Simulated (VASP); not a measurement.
# BN (F-43m) in VASP: G0W0 quasiparticle levels with PBE

Aim: the G0W0 quasiparticle levels of BN with PBE.

Everything below comes from runs of VASP 6.6.1. Logs are shortened: lines on timing, memory, paths and dates and some standing lists are left out, and cuts for length are marked.

### Step 1. The cell of the first run

The structure is cubic, space group F-43m (No. 216). Conventional cell: a = 3.610 Å, b = 3.610 Å, c = 3.610 Å, α = 90.00°, β = 90.00°, γ = 90.00°. B (site symmetry -43m) has 4 N at 1.56 Å within 2.1 Å. N (site symmetry -43m) has 4 B at 1.56 Å within 2.1 Å.

### Step 2. G0W0 quasiparticle levels, PBE

File POSCAR:

```
BN
1.0
    0.0000000000      1.8048242572      1.8048242572
    1.8048242572      0.0000000000      1.8048242572
    1.8048242572      1.8048242572      0.0000000000
B N
1 1
Direct
    0.0000000000      0.0000000000      0.0000000000
    0.7500000000      0.7500000000      0.7500000000
```

File INCAR.step1:

```
SYSTEM = BN
PREC = Accurate
ENCUT = 500
EDIFF = 1E-8
ISMEAR = 0
SIGMA = 0.01
LREAL = .FALSE.
LASPH = .TRUE.
NELM = 100
ALGO = Normal
LWAVE = .TRUE.
LCHARG = .FALSE.
GGA = PE
```

File INCAR.step2:

```
SYSTEM = BN
PREC = Accurate
ENCUT = 500
EDIFF = 1E-8
ISMEAR = 0
SIGMA = 0.01
LREAL = .FALSE.
LASPH = .TRUE.
NELM = 1
ALGO = Exact
LWAVE = .TRUE.
LCHARG = .FALSE.
GGA = PE
NBANDS = 34
LOPTICS = .TRUE.
ISTART = 1
```

File INCAR.step3:

```
SYSTEM = BN
PREC = Accurate
ENCUT = 500
EDIFF = 1E-8
ISMEAR = 0
SIGMA = 0.01
LREAL = .FALSE.
LASPH = .TRUE.
ALGO = EVGW0
LWAVE = .FALSE.
LCHARG = .FALSE.
GGA = PE
NELMGW = 1
NBANDS = 34
ENCUTGW = 80.0
NOMEGA = 96
PRECFOCK = Fast
ISTART = 1
NBANDSGW = 12
OMEGAMAX = 30
```

File KPOINTS:

```
Automatic mesh
0
G
  12 12 12
  0 0 0
```

Potentials or basis: VASP PAW PBE potentials, release 64 (B_GW, N_GW).

Command:

```console
$ cat potpaw_PBE.64/B_GW/POTCAR potpaw_PBE.64/N_GW/POTCAR > POTCAR
$ cp INCAR.step1 INCAR
$ mpirun -np 1 vasp_std > vasp.out
$ cp INCAR.step2 INCAR
$ mpirun -np 1 vasp_std > vasp.out
$ cp INCAR.step3 INCAR
$ mpirun -np 1 vasp_std > vasp.out
```

OUTCAR:

```text
SYSTEM = BN
   PREC = Accurate
   ENCUT = 500
   EDIFF = 1E-8
   ISMEAR = 0
   LREAL = .FALSE.
   LASPH = .TRUE.
   GGA = PE
   NELMGW = 1
   ENCUTGW = 80.0
   PRECFOCK = Fast
   ISTART = 1

 ion  position               nearest neighbor table
   1  0.000  0.000  0.000-   2 1.56   2 1.56   2 1.56   2 1.56
   2  0.750  0.750  0.750-   1 1.56   1 1.56   1 1.56   1 1.56

  LATTYP: Found a face centered cubic cell.
 ALAT       =     3.6096485144

  Lattice vectors:

 A1 = (   0.0000000000,   1.8048242572,   1.8048242572)
 A2 = (   1.8048242572,   0.0000000000,   1.8048242572)
 A3 = (   1.8048242572,   1.8048242572,   0.0000000000)

Analysis of symmetry for initial positions (statically):
=====================================================================
 Subroutine PRICEL returns:
 Original cell was already a primitive cell.

 Routine SETGRP: Setting up the symmetry group for a
 face centered cubic supercell.

 Subroutine GETGRP returns: Found 24 space group operations
 (whereof 24 operations were pure point group operations)
 out of a pool of 48 trial point group operations.

The static configuration has the point symmetry T_d .

Analysis of symmetry for dynamics (positions and initial velocities):
=====================================================================
 Subroutine PRICEL returns:
 Original cell was already a primitive cell.

 Routine SETGRP: Setting up the symmetry group for a
 face centered cubic supercell.

 Subroutine GETGRP returns: Found 24 space group operations
 (whereof 24 operations were pure point group operations)
 out of a pool of 48 trial point group operations.

The dynamic configuration has the point symmetry T_d .

 Subroutine INISYM returns: Found 24 space group operations
 (whereof 24 operations are pure point group operations),
 and found     1 'primitive' translations

----------------------------------------------------------------------------------------

                                     Primitive cell

  volume of cell :      11.7580

  direct lattice vectors                    reciprocal lattice vectors
     0.000000000  1.804824257  1.804824257    -0.277035284  0.277035284  0.277035284
     1.804824257  0.000000000  1.804824257     0.277035284 -0.277035284  0.277035284
     1.804824257  1.804824257  0.000000000     0.277035284  0.277035284 -0.277035284

  length of vectors
     2.552406942  2.552406942  2.552406942     0.479839187  0.479839187  0.479839187

  position of ions in fractional coordinates (direct lattice)
     0.000000000  0.000000000  0.000000000
     0.750000000  0.750000000  0.750000000

  ion indices of the primitive-cell ions
   primitive index   ion index
                 1           1
                 2           2

----------------------------------------------------------------------------------------

 KPOINTS: Automatic mesh

Automatic generation of k-mesh.
 Grid dimensions read from file:
 generate k-points for:   12   12   12

 Generating k-lattice:

  Cartesian coordinates                     Fractional coordinates (reciprocal lattice)
    -0.023086274  0.023086274  0.023086274     0.083333333  0.000000000  0.000000000
     0.023086274 -0.023086274  0.023086274     0.000000000  0.083333333  0.000000000
     0.023086274  0.023086274 -0.023086274     0.000000000  0.000000000  0.083333333

  Length of vectors
     0.039986599  0.039986599  0.039986599

  Shift w.r.t. Gamma in fractional coordinates (k-lattice)
     0.000000000  0.000000000  0.000000000

 Subroutine IBZKPT returns following result:
 ===========================================

 Found     72 irreducible k-points:

 Following reciprocal coordinates:
            Coordinates               Weight
  0.000000  0.000000  0.000000      1.000000
  0.083333  0.000000  0.000000      8.000000
  0.166667  0.000000  0.000000      8.000000
  0.250000  0.000000  0.000000      8.000000
  0.333333  0.000000  0.000000      8.000000
  0.416667  0.000000  0.000000      8.000000
[... 16 lines left out ...]
  0.500000  0.166667  0.000000     24.000000
 -0.416667  0.166667  0.000000     24.000000
 [... further k-points ...]
   k-points           NKPTS =     72   k-points in BZ     NKDIM =   1728   number of bands    NBANDS=     34
   number of dos      NEDOS =    301   number of ions     NIONS =      2
   total plane-waves  NPLWV =   8000
   dimension x,y,z NGX =    20 NGY =   20 NGZ =   20
   dimension x,y,z NGXF=    40 NGYF=   40 NGZF=   40
   ions per type =               1   1
   NGX,Y,Z   is equivalent  to a cutoff of  13.03, 13.03, 13.03 a.u.
   NGXF,Y,Z  is equivalent  to a cutoff of  26.05, 26.05, 26.05 a.u.
 SYSTEM =  BN
   PREC   = accura    normal or accurate (medium, high low for compatibility)
   ISTART =      1    job   : 0-new  1-cont  2-samecut
   ICHARG =      0    charge: 1-file 2-atom 10-const
   ISPIN  =      1    spin polarized calculation?
   LNONCOLLINEAR =      F non collinear calculations
   LSORBIT =      F    spin-orbit coupling
   LASPH  =      T    aspherical Exc in radial PAW
   ENCUT  =  500.0 eV  36.75 Ry    6.06 a.u.   4.65  4.65  4.65*2*pi/ulx,y,z
   NELM   =     60;   NELMIN=  2; NELMDL=  0     # of ELM steps
   EDIFF  = 0.1E-07   stopping-criterion for ELM
   LREAL  =      F    real-space projection
   EDIFFG = 0.1E-06   stopping-criterion for IOM
   NSW    =      0    number of steps for IOM
   IBRION =     -1    ionic relax: 0-MD 1-quasi-New 2-CG
   NFREE  =      0    steps in history (QN), initial steepest desc. (CG)
   ISIF   =      0    stress and relaxation
   ISYM   =      3    0-nonsym 1-usesym 2-fastsym
   POTIM  = 0.5000    time-step for ionic-motion
   TEBEG  =    0.0;   TEEND  =   0.0 temperature during run
   PSTRESS=    0.0 pullay stress
   NELECT =       8.0000    total number of electrons
   NUPDOWN=      -1.0000    fix difference up-down
   EMIN   =  10.00;   EMAX   =-10.00  energy-range for DOS
   EFERMI =   0.00;   METHOD = LEGACY
   ISMEAR =     0;   SIGMA  =   0.01  broadening in eV -4-tet -1-fermi 0-gaus
   EFERMI_NEDOS =   21; number of points for ismear=-14 and -15
   IALGO  =     38    algorithm
   IMIX   =      4    mixing-type and parameters
     AMIX     =   0.40;   BMIX     =  1.00
     AMIX_MAG =   1.60;   BMIX_MAG =  1.00
  volume/ion in A,a.u.               =       5.88        39.67
  Fermi-wavevector in a.u.,A,eV,Ry     =   1.439881  2.720980 28.208375  2.073257
  Thomas-Fermi vector in A             =   2.558687
   LORBIT       =      0    0 simple, 1 ext, 2 COOP (PROOUT), +10 PAW based schemes
   GGA     = PE    functional components
   LHFCALC =     T    Hartree Fock is set to
   PRECFOCK=fast      Normal, Fast or Accurate (Low or Medium for compatibility)
   ENCUT4O =  -1.0   cutoff for four orbital integrals eV
   NKREDX  =     1    reduce k-point grid by
   NKREDY  =     1    reduce k-point grid by
   NKREDZ  =     1    reduce k-point grid by
   AEXX    =    1.0000 exact exchange contribution
   HFSCREEN=    0.0000 screening length (either q_TF or 0.3 A-1)
   HFSCREENC=   0.0000 screening length for correlation (either q_TF or 0.3 A-1)
   ENCUTFOCK=  -1.0 apply spherical cutoff to Coloumb kernel
   IVDW    =     0    specifies the selected vdW correction
   LEPSILON=     F    determine dielectric tensor
   LRPA    =     F    only Hartree local field effects (RPA)
   LRPAFORCE           =     F    calculate RPA forces
   ENCUTGW             =  80.0    cutoff for response function in eV
   ENCUTGWSOFT         =  64.0    soft cutoff for Coulomb kernel in GW response function in eV
   ENCUTLF             =  -1.0    cutoff for local field effects
   NELMGW              =     1    number of iterations in solving QP/BSE equation
   NELMHF              =     1    number of iterations in the inner HF iteration
   NKREDLFX            =     1    NKREDLFY  =   1   NKREDLFZ  =   1
 non-spin polarized calculation
 Gauss-broadening in eV      SIGMA  =   0.01
  energy-cutoff  :      500.00
  volume of cell :       11.76
 maximum number of plane-waves:       310
  NGX = 12; NGY = 12; NGZ = 12
   NGX =  9   NGY =  9   NGZ =  9
 maximum number of plane-waves:        23
 NGX is ok and might be reduce to    10

 QP shifts <psi_nk| G(iteration)W_0 |psi_nk>: iteration 1
 for sc-GW calculations column KS-energies equals QP-energies in previous step
 and V_xc(KS)=  KS-energies - (<T + V_ion + V_H > + <T+V_H+V_ion>^1  + <V_x>^1)

 k-point   1 :       0.0000    0.0000    0.0000
  band No.  KS-energies  QP-energies   sigma(KS)   V_xc(KS)     V^pw_x(r,r')   Z            occupation Imag(sigma)

      1     -12.7681     -14.4152     -17.6271     -15.4976     -26.5182       0.7734       2.0000       1.3346
      2       7.5142       7.1960     -18.6830     -18.2997     -21.8403       0.8301       2.0000       0.0496
      3       7.5142       7.1960     -18.6830     -18.2997     -21.8403       0.8301       2.0000       0.0496
      4       7.5142       7.1960     -18.6830     -18.2997     -21.8403       0.8301       2.0000       0.0496
      5      16.3579      17.9530     -11.9010     -13.8011      -7.0646       0.8394       0.0000      -0.0627
      6      16.3579      17.9530     -11.9010     -13.8011      -7.0646       0.8394       0.0000      -0.0627
      7      16.3579      17.9530     -11.9010     -13.8011      -7.0646       0.8394       0.0000      -0.0627
      8      17.9343      19.2870     -13.8031     -15.4450      -8.4214       0.8239       0.0000      -0.0777
      9      32.3453      33.0332     -10.5927     -11.4582      -3.3152       0.7949       0.0000      -0.4934
     10      35.3490      36.8234     -11.5780     -13.3427      -5.4721       0.8355       0.0000      -0.5069
     11      35.3490      36.8234     -11.5780     -13.3427      -5.4721       0.8355       0.0000      -0.5069
     12      35.9532      36.9113      -9.9723     -11.1082      -3.0561       0.8435       0.0000      -0.9247

 k-point   2 :       0.0833    0.0000    0.0000
  band No.  KS-energies  QP-energies   sigma(KS)   V_xc(KS)     V^pw_x(r,r')   Z            occupation Imag(sigma)
[... 353 lines left out ...]
      1      -8.1659      -9.4466     -18.6563     -16.9514     -26.7217       0.7512       2.0000       0.6777
      2      -2.5246      -3.8524     -16.4198     -14.6984     -21.6833       0.7714       2.0000       0.1689
      3       3.3738       2.5111     -17.6200     -16.5590     -21.5357       0.8131       2.0000       0.0712
      4       4.9340       4.2892     -17.9184     -17.1328     -21.5213       0.8207       2.0000       0.0597
      5      16.8544      18.1686     -11.8901     -13.4543      -6.9678       0.8402       0.0000      -0.0660
      6      19.7775      21.3804     -13.1856     -15.1364      -7.7472       0.8217       0.0000      -0.0847
      7      19.7975      21.5991     -12.3260     -14.5154      -6.7952       0.8229       0.0000      -0.0858
      8      23.2709      25.3157     -13.5185     -16.1050      -7.1599       0.7906       0.0000      -0.1381
      9      28.6337      29.9616     -11.3108     -12.9797      -4.5642       0.7957       0.0000      -0.2596
     10      32.9332      34.2205     -11.3349     -12.9047      -4.6844       0.8200       0.0000      -0.5208
     11      34.2974      35.9294     -11.8809     -13.9308      -4.1241       0.7962       0.0000      -0.7752
     12      37.4891      38.5412     -10.7471     -12.0237      -3.6318       0.8242       0.0000      -0.8804

 [... further k-points ...]
```

It took 13 min on 1 thread of Intel Xeon Platinum 8488C (Sapphire Rapids), shared host; peak memory 1.3 GiB.

What came out:

```yaml
Quasiparticle_gap: 5.61 eV
Least_direct_quasiparticle_gap: 10.76 eV
Band_gap_of_the_starting_levels_on_the_mesh: 4.47 eV
Least_direct_gap_of_the_starting_levels_on_the_mesh: 8.84 eV
```

Caveat: bands, screening cutoff and mesh are small and nothing is extrapolated, so the quasiparticle values aren't converged.
